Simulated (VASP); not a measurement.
Ir2Cl, 3 atoms in the cell. Symmetry: Fm-3m, No. 225, cubic system. Conventional cell: a = 5.742 Å, b = 5.742 Å, c = 5.742 Å, α = 90.00°, β = 90.00°, γ = 90.00°. Within 3.3 Å of Ir (site symmetry -43m) lie 4 Cl at 2.49 Å and 6 Ir at 2.87 Å. Cl (site symmetry m-3m) has 8 Ir at 2.49 Å within 3.3 Å. 

* Program: VASP 6.6.1
* Task: single point
* Functional: r2SCAN
* Potentials or basis: VASP PAW PBE potentials, release 64 (Ir_sv_GW, Cl)
* Cutoff: 620 eV
* k mesh: 6 × 6 × 6
* Occupations: gaussian, width 0.1 eV
* Spin: no spin polarisation
* Dipole correction: no
* Further INCAR settings: ALGO = Normal; EDIFF = 1e-06; NBANDS = 28

Potentials or basis: VASP PAW PBE potentials, release 64 (Ir_sv_GW, Cl).

Command:

```bash
$ cat potpaw_PBE.64/Ir_sv_GW/POTCAR potpaw_PBE.64/Cl/POTCAR > POTCAR
$ cp INCAR.step1 INCAR
$ mpirun -np 1 vasp_std > vasp.out
$ cp INCAR.step2 INCAR
$ mpirun -np 1 vasp_std > vasp.out
```

Hardware: 1 thread of Intel(R) Xeon(R) Platinum 8259CL CPU @ 2.50GHz (Skylake/Cascade Lake) (shared host).

Q: Estimate the wall time of this run.

A: Wall time 2 min on 1 thread of Intel(R) Xeon(R) Platinum 8259CL CPU @ 2.50GHz (Skylake/Cascade Lake), on a shared host, peak memory 0.22 GiB. Counts: k points 16.
